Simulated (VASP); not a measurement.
# Ru (P6_3/mmc) in VASP: notebook

Runs on Ru. Level: PBEsol. Tasks: single point.

All numbers are computed with VASP 6.6.1; they aren't measurements. Logs are shortened: lines on timing, memory, paths and dates and some standing lists are left out, and cuts for length are marked.

## (1) The cell of the first run

The structure is hexagonal, space group P6_3/mmc (No. 194). The conventional cell has a = 2.840 Å, b = 2.840 Å, c = 4.252 Å, α = 90.00°, β = 90.00°, γ = 120.00°. Ru (site symmetry -6m2) has 12 Ru at 2.69 to 2.84 Å within 3.5 Å.

## (2) Single point, PBEsol

INCAR reads:

```
ALGO     = Fast           # electronic algorithm
EDIFF    = 1E-6           # SCF threshold, eV
ENCUT    = 520            # plane-wave cutoff, eV
GGA      = PS             # functional
ISIF     = 2              # what is computed and relaxed
ISMEAR   = 0              # smearing method
LASPH    = True           # aspherical terms in the spheres
LCHARG   = False          # write CHGCAR
LREAL    = False          # projectors in reciprocal space
LWAVE    = False          # write WAVECAR
NBANDS   = 21             # bands
NELM     = 60             # most SCF steps
PREC     = Accurate       # precision mode
SIGMA    = 0.15           # smearing width, eV
```

KPOINTS reads:

```
k-points
0
Gamma
  18 18 10
```

POSCAR reads:

```
Ru
1.0
    2.8403000000      0.0000000000      0.0000000000
   -1.4201500000      2.4597719544      0.0000000000
    0.0000000000      0.0000000000      4.2523798375
Ru
2
Direct
    0.3333333333      0.6666666667      0.2500000000
    0.6666666667      0.3333333333      0.7500000000
```

Potentials or basis: VASP PAW PBE potentials, release 64 (Ru_pv).

Run with:

```
cat potpaw_PBE.64/Ru_pv/POTCAR > POTCAR
mpirun -np 1 vasp_std > vasp.out
```

OUTCAR:

```text
EDIFF = 1E-6
   ENCUT = 520
   GGA = PS
   ISIF = 2
   ISMEAR = 0
   LASPH = True
   LREAL = False
   NELM = 60
   PREC = Accurate

 ion  position               nearest neighbor table
   1  0.333  0.667  0.250-   2 2.69   2 2.69   2 2.69   2 2.69   2 2.69   2 2.69
   2  0.667  0.333  0.750-   1 2.69   1 2.69   1 2.69   1 2.69   1 2.69   1 2.69

  LATTYP: Found a hexagonal cell.
 ALAT       =     2.8403000000
 C/A-ratio  =     1.4971586936

  Lattice vectors:

 A1 = (   2.8403000000,   0.0000000000,   0.0000000000)
 A2 = (  -1.4201500000,   2.4597719544,   0.0000000000)
 A3 = (   0.0000000000,   0.0000000000,   4.2523798375)

Analysis of symmetry for initial positions (statically):
=====================================================================
 Subroutine PRICEL returns:
 Original cell was already a primitive cell.

 Routine SETGRP: Setting up the symmetry group for a
 hexagonal supercell.

 Subroutine GETGRP returns: Found 24 space group operations
 (whereof 12 operations were pure point group operations)
 out of a pool of 24 trial point group operations.

The static configuration has the point symmetry D_3d.
 The point group associated with its full space group is D_6h.

Analysis of symmetry for dynamics (positions and initial velocities):
=====================================================================
 Subroutine PRICEL returns:
 Original cell was already a primitive cell.

 Routine SETGRP: Setting up the symmetry group for a
 hexagonal supercell.

 Subroutine GETGRP returns: Found 24 space group operations
 (whereof 12 operations were pure point group operations)
 out of a pool of 24 trial point group operations.

The dynamic configuration has the point symmetry D_3d.
 The point group associated with its full space group is D_6h.

 Subroutine INISYM returns: Found 24 space group operations
 (whereof 12 operations are pure point group operations),
 and found     1 'primitive' translations

----------------------------------------------------------------------------------------

                                     Primitive cell

  volume of cell :      29.7092

  direct lattice vectors                    reciprocal lattice vectors
     2.840300000  0.000000000  0.000000000     0.352075485  0.203270876  0.000000000
    -1.420150000  2.459771954  0.000000000     0.000000000  0.406541752  0.000000000
     0.000000000  0.000000000  4.252379838     0.000000000  0.000000000  0.235162436

  length of vectors
     2.840300000  2.840300000  4.252379838     0.406541752  0.406541752  0.235162436

  position of ions in fractional coordinates (direct lattice)
     0.333333333  0.666666667  0.250000000
     0.666666667  0.333333333  0.750000000

  ion indices of the primitive-cell ions
   primitive index   ion index
                 1           1
                 2           2

----------------------------------------------------------------------------------------

 KPOINTS: k-points

Automatic generation of k-mesh.
 Grid dimensions read from file:
 generate k-points for:   18   18   10

 Generating k-lattice:

  Cartesian coordinates                     Fractional coordinates (reciprocal lattice)
     0.019559749  0.011292826  0.000000000     0.055555556  0.000000000  0.000000000
     0.000000000  0.022585653  0.000000000     0.000000000  0.055555556  0.000000000
     0.000000000  0.000000000  0.023516244     0.000000000  0.000000000  0.100000000

  Length of vectors
     0.022585653  0.022585653  0.023516244

  Shift w.r.t. Gamma in fractional coordinates (k-lattice)
     0.000000000  0.000000000  0.000000000

 Subroutine IBZKPT returns following result:
 ===========================================

 Found    222 irreducible k-points:

 Following reciprocal coordinates:
            Coordinates               Weight
  0.000000  0.000000  0.000000      1.000000
  0.055556  0.000000  0.000000      6.000000
  0.111111  0.000000  0.000000      6.000000
  0.166667 -0.000000  0.000000      6.000000
  0.222222 -0.000000  0.000000      6.000000
  0.277778 -0.000000  0.000000      6.000000
[... 16 lines left out ...]
  0.333333  0.111111  0.000000     12.000000
  0.388889  0.111111  0.000000     12.000000
 [... further k-points ...]
   k-points           NKPTS =    222   k-points in BZ     NKDIM =    222   number of bands    NBANDS=     21
   number of dos      NEDOS =    301   number of ions     NIONS =      2
   total plane-waves  NPLWV =  18432
   dimension x,y,z NGX =    24 NGY =   24 NGZ =   32
   dimension x,y,z NGXF=    48 NGYF=   48 NGZF=   64
   ions per type =               2
   NGX,Y,Z   is equivalent  to a cutoff of  14.05, 14.05, 12.51 a.u.
   NGXF,Y,Z  is equivalent  to a cutoff of  28.09, 28.09, 25.02 a.u.
 SYSTEM =  unknown system
   PREC   = accura    normal or accurate (medium, high low for compatibility)
   ISTART =      0    job   : 0-new  1-cont  2-samecut
   ICHARG =      2    charge: 1-file 2-atom 10-const
   ISPIN  =      1    spin polarized calculation?
   LNONCOLLINEAR =      F non collinear calculations
   LSORBIT =      F    spin-orbit coupling
   LASPH  =      T    aspherical Exc in radial PAW
   ENCUT  =  520.0 eV  38.22 Ry    6.18 a.u.   5.28  5.28  7.91*2*pi/ulx,y,z
   NELM   =     60;   NELMIN=  2; NELMDL= -5     # of ELM steps
   EDIFF  = 0.1E-05   stopping-criterion for ELM
   LREAL  =      F    real-space projection
   EDIFFG = 0.1E-04   stopping-criterion for IOM
   NSW    =      0    number of steps for IOM
   IBRION =     -1    ionic relax: 0-MD 1-quasi-New 2-CG
   NFREE  =      0    steps in history (QN), initial steepest desc. (CG)
   ISIF   =      2    stress and relaxation
   ISYM   =      2    0-nonsym 1-usesym 2-fastsym
   POTIM  = 0.5000    time-step for ionic-motion
   TEBEG  =    0.0;   TEEND  =   0.0 temperature during run
   PSTRESS=    0.0 pullay stress
   NELECT =      28.0000    total number of electrons
   NUPDOWN=      -1.0000    fix difference up-down
   EMIN   =  10.00;   EMAX   =-10.00  energy-range for DOS
   EFERMI =   0.00;   METHOD = LEGACY
   ISMEAR =     0;   SIGMA  =   0.15  broadening in eV -4-tet -1-fermi 0-gaus
   EFERMI_NEDOS =   21; number of points for ismear=-14 and -15
   IALGO  =     68    algorithm
   IMIX   =      4    mixing-type and parameters
     AMIX     =   0.40;   BMIX     =  1.00
     AMIX_MAG =   1.60;   BMIX_MAG =  1.00
  volume/ion in A,a.u.               =      14.85       100.24
  Fermi-wavevector in a.u.,A,eV,Ry     =   1.605082  3.033165 35.052515  2.576287
  Thomas-Fermi vector in A             =   2.701484
   LORBIT       =      0    0 simple, 1 ext, 2 COOP (PROOUT), +10 PAW based schemes
   GGA     = PS    functional components
   LHFCALC =     F    Hartree Fock is set to
   AEXX    =    0.0000 exact exchange contribution
   IVDW    =     0    specifies the selected vdW correction
   LEPSILON=     F    determine dielectric tensor
   LRPA    =     F    only Hartree local field effects (RPA)
 non-spin polarized calculation
 RMM-DIIS sequential band-by-band and
 Gauss-broadening in eV      SIGMA  =   0.15
  energy-cutoff  :      520.00
  volume of cell :       29.71
 maximum number of plane-waves:       819
 NGX is ok and might be reduce to    24
   NGX = 11   NGY = 11   NGZ = 15

 number of electron      28.0000001 magnetization

 Free energy of the ion-electron system (eV)
  ---------------------------------------------------
  ext. energy  EPLUGINS =         0.00000000
  ---------------------------------------------------
  free energy    TOTEN  =       -19.99614655 eV

  energy without entropy =      -19.97296779  energy(sigma->0) =      -19.98455717

 E-fermi :  11.1438     XC(G=0): -13.7245

 val. band max:       11.1408177297   @ k =   0.3889  -0.0000   0.3000
 cond. band min:      11.1528296974   @ k =   0.2778  -0.0000   0.1000
 fundamental gap:      0.0120119677
 Fermi energy:        11.1438279259

 k-point     1 :       0.0000    0.0000    0.0000
  band No.  band energies     occupation
      1     -32.2299      2.00000
      2     -31.5222      2.00000
      3     -31.5222      2.00000
      4     -31.3507      2.00000
      5     -31.3507      2.00000
      6     -31.2748      2.00000
[... 13 lines left out ...]
     20      21.5355      0.00000
     21      21.5583      0.00000

 k-point     2 :       0.0556    0.0000    0.0000
  band No.  band energies     occupation
      1     -32.2219      2.00000
      2     -31.5357      2.00000
      3     -31.5275      2.00000
      4     -31.3653      2.00000
      5     -31.3521      2.00000
      6     -31.2797      2.00000
[... 13 lines left out ...]
     20      21.5344      0.00000
     21      21.5853      0.00000

 k-point     3 :       0.1111    0.0000    0.0000
  band No.  band energies     occupation
      1     -32.1981      2.00000
      2     -31.5746      2.00000
      3     -31.5425      2.00000
      4     -31.4071      2.00000
      5     -31.3562      2.00000
      6     -31.2942      2.00000
[... 13 lines left out ...]
     20      21.5448      0.00000
     21      26.1994      0.00000

 k-point     4 :       0.1667   -0.0000    0.0000
  band No.  band energies     occupation
      1     -32.1600      2.00000
      2     -31.6344      2.00000
      3     -31.5648      2.00000
      4     -31.4700      2.00000
      5     -31.3632      2.00000
      6     -31.3181      2.00000
[... 13 lines left out ...]
     20      21.5324      0.00000
     21      21.5511      0.00000

 k-point     5 :       0.2222   -0.0000    0.0000
  band No.  band energies     occupation
      1     -32.1097      2.00000
      2     -31.7083      2.00000
      3     -31.5914      2.00000
      4     -31.5456      2.00000
      5     -31.3724      2.00000
      6     -31.3508      2.00000
[... 13 lines left out ...]
     20      21.5472      0.00000
     21      24.6816      0.00000
[... 382 lines left out ...]
     20      22.8588      0.00000
     21      24.4927      0.00000

 k-point    22 :       0.2778    0.1111    0.0000
  band No.  band energies     occupation
      1     -31.9680      2.00000
      2     -31.8530      2.00000
      3     -31.7415      2.00000
      4     -31.6259      2.00000
      5     -31.4516      2.00000
      6     -31.4248      2.00000
[... 13 lines left out ...]
     20      21.3065      0.00000
     21      23.4715      0.00000

 k-point    23 :       0.3333    0.1111    0.0000
  band No.  band energies     occupation
      1     -31.9118      2.00000
      2     -31.9061      2.00000
      3     -31.7688      2.00000
      4     -31.6674      2.00000
      5     -31.5000      2.00000
      6     -31.4362      2.00000
[... 13 lines left out ...]
     20      21.8040      0.00000
     21      22.5580      0.00000

 k-point    24 :       0.3889    0.1111    0.0000
  band No.  band energies     occupation
      1     -31.9503      2.00000
      2     -31.8556      2.00000
      3     -31.7853      2.00000
      4     -31.6954      2.00000
      5     -31.5417      2.00000
      6     -31.4437      2.00000
[... 13 lines left out ...]
     20      21.9232      0.00000
     21      22.7539      0.00000

 [... further k-points ...]
[... 5 lines left out ...]
  --------------------------------------------------------------------------------------
  -------------------------------------------------------------------------------------
  Total       -6.0949419     -6.0949419     -3.2630600     -0.0000000      0.0000000      0.0000000
  in kB     -328.6919295   -328.6919295   -175.9723884     -0.0000000      0.0000000      0.0000000
  external PRESSURE =    -277.7854158 kB  Pullay stress =       0.0000000 kB

 VOLUME and BASIS-vectors are now :
 -----------------------------------------------------------------------------
  energy-cutoff  :      520.00
  volume of cell :       29.71
      direct lattice vectors                 reciprocal lattice vectors
     2.840300000  0.000000000  0.000000000     0.352075485  0.203270876  0.000000000
    -1.420150000  2.459771954  0.000000000     0.000000000  0.406541752  0.000000000
     0.000000000  0.000000000  4.252379838     0.000000000  0.000000000  0.235162436

 POSITION                                       TOTAL-FORCE (eV/Angst)
 -----------------------------------------------------------------------------------
     -0.00000      1.63985      1.06309        -0.000000      0.000000      0.000000
      1.42015      0.81992      3.18928         0.000000     -0.000000      0.000000
 -----------------------------------------------------------------------------------
    total drift:                               -0.000000      0.000000     -0.000000

  FREE ENERGIE OF THE ION-ELECTRON SYSTEM (eV)
  ---------------------------------------------------
  free  energy   TOTEN  =       -19.9961465506 eV

  energy  without entropy=      -19.9729677924  energy(sigma->0) =      -19.98455717
```

Wall time 40 s (1 thread of Intel Xeon 6975P-C (Granite Rapids), shared host); peak memory 0.22 GiB.

Results:

```
Free energy            : -19.9961 eV
Pressure               : -27.8 GPa
Band gap on the k mesh : zero (band 14 reaches 12.32 eV, above the bottom of band 15 at 9.54 eV)
```

Stress tensor (GPa, compression positive):
```
-32.87   0.00   0.00
  0.00 -32.87   0.00
  0.00   0.00 -17.60
```

Caveat: the PAW data sets were made with another functional, which shifts forces and pressure a little.

## (3) Single point, PBEsol

This run uses another cell than the first one, of 15.01 Å³/atom, 1.011 times its volume.

INCAR reads:

```
SYSTEM = Ru
ALGO = Fast
EDIFF = 1E-6
ENCUT = 520
GGA = PS
ISIF = 2
ISMEAR = 0
LASPH = .TRUE.
LCHARG = .FALSE.
LREAL = .FALSE.
LWAVE = .FALSE.
NBANDS = 21
NELM = 100
PREC = Accurate
SIGMA = 0.15
```

KPOINTS reads:

```
k-points
0
G
  18 18 10
  0 0 0
```

POSCAR reads:

```
Ru
1.0
    2.7273000000      0.0000000000      0.0000000000
   -1.3636500000      2.3619110838      0.0000000000
    0.0000000000      0.0000000000      4.6606000000
Ru
2
Direct
    0.3333333333      0.6666666667      0.2500000000
    0.6666666667      0.3333333333      0.7500000000
```

Potentials or basis: VASP PAW PBE potentials, release 64 (Ru_pv).

Run with:

```
cat potpaw_PBE.64/Ru_pv/POTCAR > POTCAR
mpirun -np 1 vasp_std > vasp.out
```

Wall time 45 s (1 thread of Intel Xeon 6975P-C (Granite Rapids), shared host); peak memory 0.22 GiB.

It converged, with:

```
Free energy            : -19.8415 eV
Pressure               : -30.0 GPa
Band gap on the k mesh : zero (band 14 reaches 12.30 eV, above the bottom of band 15 at 9.81 eV)
```

Stress tensor (GPa, compression positive):
```
-20.88   0.00   0.00
  0.00 -20.88   0.00
  0.00   0.00 -48.19
```

Levels at points of the mesh, in eV from the Fermi level:
```csv
k point,band 11,band 12,band 13,band 14,band 15,band 16,band 17,band 18
"(0.00, 0.00, 0.00)",-2.19,-1.75,-1.75,-0.70,-0.70,0.41,1.03,1.03
"(0.50, 0.00, 0.00)",-2.11,-1.65,-1.39,1.35,1.62,1.84,3.69,5.60
"(0.00, 0.00, 0.50)",-2.21,-2.21,-2.21,-2.21,0.46,0.46,0.46,0.46
"(0.50, 0.00, 0.50)",-0.67,-0.67,0.40,0.40,1.75,1.75,3.04,3.04
```

Caveat: the PAW data sets were made with another functional, which shifts forces and pressure a little.

## (4) Single point, PBEsol

This run uses another cell than the first one, of 15.09 Å³/atom, 1.016 times its volume.

INCAR reads:

```
PREC = Accurate
ENCUT = 520
EDIFF = 1E-6
ISMEAR = 0
SIGMA = 0.15
LREAL = F
LASPH = T
NELM = 60
ALGO = Fast
ISIF = 2
LWAVE = F
LCHARG = F
GGA = PS
NBANDS = 21
```

KPOINTS reads:

```
regular mesh
0
Gamma
  18 18 10
```

POSCAR reads:

```
Ru
1.0
    2.7650000000      0.0000000000      0.0000000000
   -1.3825000000      2.3945602415      0.0000000000
    0.0000000000      0.0000000000      4.5586000000
Ru
2
Direct
    0.3333333333      0.6666666667      0.2500000000
    0.6666666667      0.3333333333      0.7500000000
```

Run with:

```
cat potpaw_PBE.64/Ru_pv/POTCAR > POTCAR
mpirun -np 1 vasp_std > vasp.out
```

It took 44 s on 1 thread of Intel Xeon 6975P-C (Granite Rapids), shared host; peak memory 0.23 GiB.

Results (log left out):

* Free energy: -19.9058 eV
* Pressure: -32.0 GPa
* Band gap on the k mesh: zero (band 14 reaches 12.27 eV, above the bottom of band 15 at 9.68 eV)

Stress tensor (GPa, compression positive):
```
-26.91   0.00   0.00
  0.00 -26.91   0.00
  0.00   0.00 -42.13
```

Levels at points of the mesh, in eV from the Fermi level:
```tsv
k point	band 11	band 12	band 13	band 14	band 15	band 16	band 17	band 18
(0.00, 0.00, 0.00)	-2.18	-1.69	-1.69	-0.92	-0.92	0.75	1.02	1.02
(0.50, 0.00, 0.00)	-2.01	-1.50	-1.49	1.42	1.46	1.70	3.61	5.49
(0.00, 0.00, 0.50)	-2.25	-2.25	-2.25	-2.25	0.45	0.45	0.45	0.45
(0.50, 0.00, 0.50)	-0.76	-0.76	0.40	0.40	1.58	1.58	3.02	3.02
```

Caveat: the PAW data sets were made with another functional, which shifts forces and pressure a little.

[end of part 1 of 2]
